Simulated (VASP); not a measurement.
# Tl (C2/c) in VASP: a series of runs

Tl is run at these levels: RPBE; tasks: single point.

All numbers are computed with VASP 6.6.1; they aren't measurements. Logs are shortened: lines on timing, memory, paths and dates and some standing lists are left out, and cuts for length are marked.

### Step 1. The cell of the first run

It takes space group C2/c (No. 15, monoclinic). Conventional cell: a = 3.425 Å, b = 11.782 Å, c = 3.546 Å, α = 90.00°, β = 114.21°, γ = 90.00°. Tl (site symmetry 2) has 14 Tl at 3.42 to 4.35 Å within 4.5 Å.

### Step 2. Single point, RPBE (32.62 Å³/atom)

Contents of INCAR:

```
SYSTEM = Tl
PREC = Accurate ; ENCUT = 520
EDIFF = 1E-7 ; ISMEAR = -1
SIGMA = 0.1 ; LREAL = .False.
LASPH = .True. ; NELM = 60
ALGO = Normal ; ISIF = 2
LWAVE = .False. ; LCHARG = .True.
GGA = RP ; LELF = .True.
LVHAR = .True. ; NBANDS = 20
```

Contents of KPOINTS:

```
regular mesh
0
Gamma
  12 12 11
  0 0 0
```

Contents of POSCAR:

```
Tl
1.0
   -4.2064851011      4.1249164197      1.7113010209
    4.1249164197     -4.2064851011      1.7113010209
    2.3324088162      2.3324088162     -1.8606942102
Tl
2
Direct
    0.9974817750      0.0025182250      1.0000000000
    0.7525182250      0.2474817750      0.5000000000
```

Potentials or basis: VASP PAW PBE potentials, release 64 (Tl_d).

Command:

```sh
$ cat potpaw_PBE.64/Tl_d/POTCAR > POTCAR
$ mpirun -np 1 vasp_std > vasp.out
```

OUTCAR:

```text
SYSTEM = Tl
   PREC = Accurate
   ENCUT = 520
   EDIFF = 1E-7
   ISMEAR = -1
   LREAL = .False.
   LASPH = .True.
   NELM = 60
   ISIF = 2
   GGA = RP

 ion  position               nearest neighbor table
   1  0.997  0.003  0.000-   2 3.45   2 3.45   2 3.49   2 3.49   2 4.11   2 4.11
   2  0.753  0.247  0.500-   1 3.45   1 3.45   1 3.49   1 3.49   1 4.11   1 4.11

  Warning from LATTYP: Got some problem with cell dimensions!
  Tried to take original basis but could not verify dimensions!
  LATTYP: Found a base centered monoclinic cell.
 ALAT       =     3.4245454642
 B/A-ratio  =     3.4405678498
 C/A-ratio  =     1.0353836439
 COS(beta)  =    -0.4100147070

  Lattice vectors:

 A1 = (   4.2064851011,  -4.1249164197,  -1.7113010209)
 A2 = (  -4.1249164197,   4.2064851011,  -1.7113010209)
 A3 = (   2.2508401348,   2.2508401348,   1.5619078316)

Analysis of symmetry for initial positions (statically):
=====================================================================
 Subroutine PRICEL returns:
 Original cell was already a primitive cell.

 Routine SETGRP: Setting up the symmetry group for a
 base centered monoclinic supercell.

 Subroutine GETGRP returns: Found  4 space group operations
 (whereof  2 operations were pure point group operations)
 out of a pool of  4 trial point group operations.

The static configuration has the point symmetry C_2 .
 The point group associated with its full space group is C_2h.

Analysis of symmetry for dynamics (positions and initial velocities):
=====================================================================
 Subroutine PRICEL returns:
 Original cell was already a primitive cell.

 Routine SETGRP: Setting up the symmetry group for a
 base centered monoclinic supercell.

 Subroutine GETGRP returns: Found  4 space group operations
 (whereof  2 operations were pure point group operations)
 out of a pool of  4 trial point group operations.

The dynamic configuration has the point symmetry C_2 .
 The point group associated with its full space group is C_2h.

 Subroutine INISYM returns: Found  4 space group operations
 (whereof  2 operations are pure point group operations),
 and found     1 'primitive' translations

----------------------------------------------------------------------------------------

                                     Primitive cell

  volume of cell :      65.2443

  direct lattice vectors                    reciprocal lattice vectors
    -4.206485101  4.124916420  1.711301021     0.058787177  0.178815001  0.297837985
     4.124916420 -4.206485101  1.711301021     0.178815001  0.058787177  0.297837985
     2.332408816  2.332408816 -1.860694210     0.218525348  0.218525348  0.010415949

  length of vectors
     6.134981953  6.134981953  3.787142025     0.352332517  0.352332517  0.309216991

  position of ions in fractional coordinates (direct lattice)
     0.997481775  0.002518225  0.000000000
     0.752518225  0.247481775  0.500000000

  ion indices of the primitive-cell ions
   primitive index   ion index
                 1           1
                 2           2

----------------------------------------------------------------------------------------

 KPOINTS: regular mesh

Automatic generation of k-mesh.
 Grid dimensions read from file:
 generate k-points for:   12   12   11

 Generating k-lattice:

  Cartesian coordinates                     Fractional coordinates (reciprocal lattice)
     0.004898931  0.014901250  0.024819832     0.083333333  0.000000000 -0.000000000
     0.014901250  0.004898931  0.024819832     0.000000000  0.083333333 -0.000000000
     0.019865941  0.019865941  0.000946904     0.000000000  0.000000000  0.090909091

  Length of vectors
     0.029361043  0.029361043  0.028110636

  Shift w.r.t. Gamma in fractional coordinates (k-lattice)
     0.000000000  0.000000000  0.000000000

 Subroutine IBZKPT returns following result:
 ===========================================

 Found    433 irreducible k-points:

 Following reciprocal coordinates:
            Coordinates               Weight
  0.000000  0.000000  0.000000      1.000000
  0.083333 -0.000000  0.000000      4.000000
  0.166667 -0.000000  0.000000      4.000000
  0.250000  0.000000 -0.000000      4.000000
  0.333333 -0.000000 -0.000000      4.000000
  0.416667 -0.000000  0.000000      4.000000
[... 16 lines left out ...]
  0.500000  0.166667 -0.000000      4.000000
 -0.416667  0.166667  0.000000      4.000000
 [... further k-points ...]
   k-points           NKPTS =    433   k-points in BZ     NKDIM =    433   number of bands    NBANDS=     20
   number of dos      NEDOS =    301   number of ions     NIONS =      2
   total plane-waves  NPLWV =  64512
   dimension x,y,z NGX =    48 NGY =   48 NGZ =   28
   dimension x,y,z NGXF=    96 NGYF=   96 NGZF=   56
   ions per type =               2
   NGX,Y,Z   is equivalent  to a cutoff of  13.01, 13.01, 12.29 a.u.
   NGXF,Y,Z  is equivalent  to a cutoff of  26.01, 26.01, 24.58 a.u.
 SYSTEM =  Tl
   PREC   = accura    normal or accurate (medium, high low for compatibility)
   ISTART =      0    job   : 0-new  1-cont  2-samecut
   ICHARG =      2    charge: 1-file 2-atom 10-const
   ISPIN  =      1    spin polarized calculation?
   LNONCOLLINEAR =      F non collinear calculations
   LSORBIT =      F    spin-orbit coupling
   LASPH  =      T    aspherical Exc in radial PAW
   ENCUT  =  520.0 eV  38.22 Ry    6.18 a.u.  11.41 11.41  7.04*2*pi/ulx,y,z
   NELM   =     60;   NELMIN=  2; NELMDL= -5     # of ELM steps
   EDIFF  = 0.1E-06   stopping-criterion for ELM
   LREAL  =      F    real-space projection
   EDIFFG = 0.1E-05   stopping-criterion for IOM
   NSW    =      0    number of steps for IOM
   IBRION =     -1    ionic relax: 0-MD 1-quasi-New 2-CG
   NFREE  =      0    steps in history (QN), initial steepest desc. (CG)
   ISIF   =      2    stress and relaxation
   ISYM   =      2    0-nonsym 1-usesym 2-fastsym
   POTIM  = 0.5000    time-step for ionic-motion
   TEBEG  =    0.0;   TEEND  =   0.0 temperature during run
   PSTRESS=    0.0 pullay stress
   NELECT =      26.0000    total number of electrons
   NUPDOWN=      -1.0000    fix difference up-down
   EMIN   =  10.00;   EMAX   =-10.00  energy-range for DOS
   EFERMI =   0.00;   METHOD = LEGACY
   ISMEAR =    -1;   SIGMA  =   0.10  broadening in eV -4-tet -1-fermi 0-gaus
   EFERMI_NEDOS =   21; number of points for ismear=-14 and -15
   IALGO  =     38    algorithm
   IMIX   =      4    mixing-type and parameters
     AMIX     =   0.40;   BMIX     =  1.00
     AMIX_MAG =   1.60;   BMIX_MAG =  1.00
  volume/ion in A,a.u.               =      32.62       220.15
  Fermi-wavevector in a.u.,A,eV,Ry     =   1.204717  2.276585 19.746723  1.451343
  Thomas-Fermi vector in A             =   2.340434
   LORBIT       =      0    0 simple, 1 ext, 2 COOP (PROOUT), +10 PAW based schemes
   GGA     = RP    functional components
   LHFCALC =     F    Hartree Fock is set to
   AEXX    =    0.0000 exact exchange contribution
   IVDW    =     0    specifies the selected vdW correction
   LEPSILON=     F    determine dielectric tensor
   LRPA    =     F    only Hartree local field effects (RPA)
 non-spin polarized calculation
  energy-cutoff  :      520.00
  volume of cell :       65.24
 maximum number of plane-waves:      1779
 NGX is ok and might be reduce to    48
   NGX = 23   NGY = 23   NGZ = 15

 number of electron      26.0000001 magnetization

 Free energy of the ion-electron system (eV)
  ---------------------------------------------------
  ext. energy  EPLUGINS =         0.00000000
  ---------------------------------------------------
  free energy    TOTEN  =        -3.63162604 eV

  energy without entropy =       -3.58774781  energy(sigma->0) =       -3.60968692

 E-fermi :   5.4709     XC(G=0):  -9.4071

 val. band max:        5.4691928264   @ k =   0.2500   0.0833   0.0909
 cond. band min:       5.4749582057   @ k =   0.5000   0.4167   0.3636
 fundamental gap:      0.0057653793
 Fermi energy:         5.4708741305

 k-point     1 :       0.0000    0.0000    0.0000
  band No.  band energies     occupation
      1      -6.2455      2.00000
      2      -6.2295      2.00000
      3      -6.1975      2.00000
      4      -6.0850      2.00000
      5      -6.0675      2.00000
      6      -5.9568      2.00000
[... 12 lines left out ...]
     19      15.5155      0.00000
     20      17.0656      0.00000

 k-point     2 :       0.0833   -0.0000    0.0000
  band No.  band energies     occupation
      1      -6.2212      2.00000
      2      -6.2059      2.00000
      3      -6.1679      2.00000
      4      -6.0661      2.00000
      5      -6.0650      2.00000
      6      -5.9721      2.00000
[... 12 lines left out ...]
     19      15.8171      0.00000
     20      16.2956      0.00000

 k-point     3 :       0.1667   -0.0000    0.0000
  band No.  band energies     occupation
      1      -6.1690      2.00000
      2      -6.1618      2.00000
      3      -6.1012      2.00000
      4      -6.0489      2.00000
      5      -6.0133      2.00000
      6      -5.9979      2.00000
[... 12 lines left out ...]
     19      14.9404      0.00000
     20      15.5318      0.00000

 k-point     4 :       0.2500    0.0000   -0.0000
  band No.  band energies     occupation
      1      -6.1788      2.00000
      2      -6.1301      2.00000
      3      -6.1039      2.00000
      4      -6.0470      2.00000
      5      -6.0063      2.00000
      6      -5.9462      2.00000
[... 12 lines left out ...]
     19      14.3782      0.00000
     20      15.2050      0.00000

 k-point     5 :       0.3333   -0.0000   -0.0000
  band No.  band energies     occupation
      1      -6.2248      2.00000
      2      -6.1648      2.00000
      3      -6.1326      2.00000
      4      -6.1163      2.00000
      5      -6.0159      2.00000
      6      -5.9077      2.00000
[... 12 lines left out ...]
     19      13.8750      0.00000
     20      15.0573      0.00000
[... 353 lines left out ...]
      6      -5.9093      2.00000
[... 12 lines left out ...]
     19      13.2113      0.00000
     20      14.1320      0.00000

 k-point    22 :       0.4167    0.1667   -0.0000
  band No.  band energies     occupation
      1      -6.2669      2.00000
      2      -6.2413      2.00000
      3      -6.1800      2.00000
      4      -6.0924      2.00000
      5      -6.0485      2.00000
      6      -5.8840      2.00000
[... 12 lines left out ...]
     19      13.1110      0.00000
     20      13.9388      0.00000

 k-point    23 :       0.5000    0.1667   -0.0000
  band No.  band energies     occupation
      1      -6.2261      2.00000
      2      -6.1970      2.00000
      3      -6.1471      2.00000
      4      -6.0723      2.00000
      5      -6.0316      2.00000
      6      -5.8816      2.00000
[... 12 lines left out ...]
     19      13.7106      0.00000
     20      14.2599      0.00000

 k-point    24 :      -0.4167    0.1667    0.0000
  band No.  band energies     occupation
      1      -6.1811      2.00000
      2      -6.1527      2.00000
      3      -6.1046      2.00000
      4      -6.0381      2.00000
      5      -6.0154      2.00000
      6      -5.9421      2.00000
[... 12 lines left out ...]
     19      14.0084      0.00000
     20      14.6849      0.00000

 [... further k-points ...]
[... 5 lines left out ...]
  --------------------------------------------------------------------------------------
  -------------------------------------------------------------------------------------
  Total        0.3276289      0.3276289      0.3473109     -0.0330042      0.0401201      0.0401201
  in kB        8.0454461      8.0454461      8.5287696     -0.8104710      0.9852134      0.9852133
  external PRESSURE =       8.2065540 kB  Pullay stress =       0.0000000 kB

 VOLUME and BASIS-vectors are now :
 -----------------------------------------------------------------------------
  energy-cutoff  :      520.00
  volume of cell :       65.24
      direct lattice vectors                 reciprocal lattice vectors
    -4.206485101  4.124916420  1.711301021     0.058787177  0.178815001  0.297837985
     4.124916420 -4.206485101  1.711301021     0.178815001  0.058787177  0.297837985
     2.332408816  2.332408816 -1.860694210     0.218525348  0.218525348  0.010415949

 POSITION                                       TOTAL-FORCE (eV/Angst)
 -----------------------------------------------------------------------------------
     -4.18550      4.10394      1.71130        -0.023310      0.023310      0.000000
     -0.97841      3.22925      0.78095         0.023310     -0.023310     -0.000000
 -----------------------------------------------------------------------------------
    total drift:                                0.000000      0.000000     -0.000000

  FREE ENERGIE OF THE ION-ELECTRON SYSTEM (eV)
  ---------------------------------------------------
  free  energy   TOTEN  =        -3.6316260400 eV

  energy  without entropy=       -3.5877478096  energy(sigma->0) =       -3.60968692
```

Run time: 4.6 min. Hardware: 1 thread of Intel Xeon 6975P-C (Granite Rapids), shared host; peak memory 0.57 GiB.

Results:

```yaml
Free_energy: -3.6316 eV
Pressure: 0.8 GPa
Largest_force: 0.033 eV/Å
Band_gap_on_the_k_mesh: zero (bands 13 and 14 overlap by 4.89 eV)
```

Forces in eV/Å, atoms in the order of the input:
```
Tl  -0.023  0.023  0.000
Tl   0.023 -0.023  0.000
```

Stress tensor (GPa, compression positive):
```
 0.80 -0.08  0.10
-0.08  0.80  0.10
 0.10  0.10  0.85
```

Caveat: the PAW data sets were made with another functional, which shifts forces and pressure a little; spin-orbit coupling is left out, which moves the levels of the heavy elements.

### Step 3. Single point, RPBE (33.98 Å³/atom)

This run uses another cell than the first one, of 33.98 Å³/atom.

Contents of INCAR:

```
SYSTEM = Tl
ALGO = Normal
EDIFF = 1E-6
ENCUT = 520
GGA = RP
ISIF = 2
ISMEAR = -1
LASPH = .True.
LCHARG = .False.
LREAL = .False.
LWAVE = .False.
NBANDS = 20
NELM = 80
PREC = Accurate
SIGMA = 0.1
```

Contents of KPOINTS:

```
k-points
0
Gamma
  12 12 11
  0 0 0
```

Contents of POSCAR:

```
Tl
1.0
   -4.2641153460      4.1814291466      1.7347464141
    4.1814291466     -4.2641153460      1.7347464141
    2.3643635928      2.3643635928     -1.8861863398
Tl
2
Direct
    0.9974817750      0.0025182250      1.0000000000
    0.7525182250      0.2474817750      0.5000000000
```

Potentials or basis: VASP PAW PBE potentials, release 64 (Tl_d).

Command:

```sh
$ cat potpaw_PBE.64/Tl_d/POTCAR > POTCAR
$ mpirun -np 1 vasp_std > vasp.out
```

Run time: 4.3 min. Hardware: 1 thread of Intel Xeon 6975P-C (Granite Rapids), shared host; peak memory 0.6 GiB.

The run converged. Its results:

```yaml
Free_energy: -3.6392 eV
Pressure: -0.1 GPa
Largest_force: 0.022 eV/Å
Band_gap_on_the_k_mesh: zero (bands 13 and 14 overlap by 4.64 eV)
```

Forces on the atoms (eV/Å):
```
Tl  -0.015  0.015  0.000
Tl   0.015 -0.015  0.000
```

Stress tensor (GPa, compression positive):
```
-0.06 -0.06  0.06
-0.06 -0.06  0.06
 0.06  0.06 -0.04
```

Levels at points of the mesh, in eV from the Fermi level:
```
           k point  band 10  band 11  band 12  band 13  band 14  band 15  band 16  band 17
(0.00, 0.00, 0.00)   -11.21    -9.05    -5.48    -2.32     5.97     8.31     8.32     8.63
(0.50, 0.00, 0.00)   -11.16    -5.03    -3.81    -1.47    -0.49     2.64     3.52     4.56
(0.50, 0.50, 0.00)   -11.24    -8.01    -7.81     2.33     2.48     6.62     7.29     8.01
```

Caveat: the PAW data sets were made with another functional, which shifts forces and pressure a little; spin-orbit coupling is left out, which moves the levels of the heavy elements.
